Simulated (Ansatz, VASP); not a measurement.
# Two plane-wave programs on GaBiO4

```
Ga Bi O
1.0
     3.64948    0.00000    0.00000
     0.00000    3.64948    0.00000
     0.00000    0.00000    5.14085
Ga Bi O
1 1 4
Cartesian
  0.0000 0.0000 0.0000
  1.8247 1.8247 2.5704
  1.8247 0.0000 3.8984
  0.0000 1.8247 1.2425
  1.8247 0.0000 1.2425
  0.0000 1.8247 3.8984
```

Change from the starting cell: species swapped into the NbVH4 type (P4/mmm, No. 123).

Alike in both runs: functional PBE; k mesh 6 × 6 × 4; occupations gaussian, width 0.1 eV; no spin polarisation.

Ansatz relaxed the structure, and its values are those at the end. VASP's run is a single point on that final structure, the one shown.

|  | VASP | Ansatz |
| --- | --- | --- |
| version | VASP 6.6.1 | Ansatz 0.2.0 |
| potentials or method | VASP PAW PBE potentials, release 64 (Ga_d, Bi_d, O), cutoff 520 eV | scalar-relativistic, plane waves, PAW |
| valence electrons in the cell | 52 | 52 |

|  | VASP | Ansatz | Ansatz less VASP |
| --- | --- | --- | --- |
| gap on the k mesh at the Fermi level (eV) | none | none | - |
| pressure (GPa) | 0.4 | -0.2 | -0.58 |
| rms of the force components (eV/Å) | 0.004 | 0.001 | -0.0029 |

A gap of «none» marks a metal or a gap that the smearing closes. The functional is the same, so the differences come from potentials, cutoffs and numerics.

Spin-orbit coupling is off throughout.
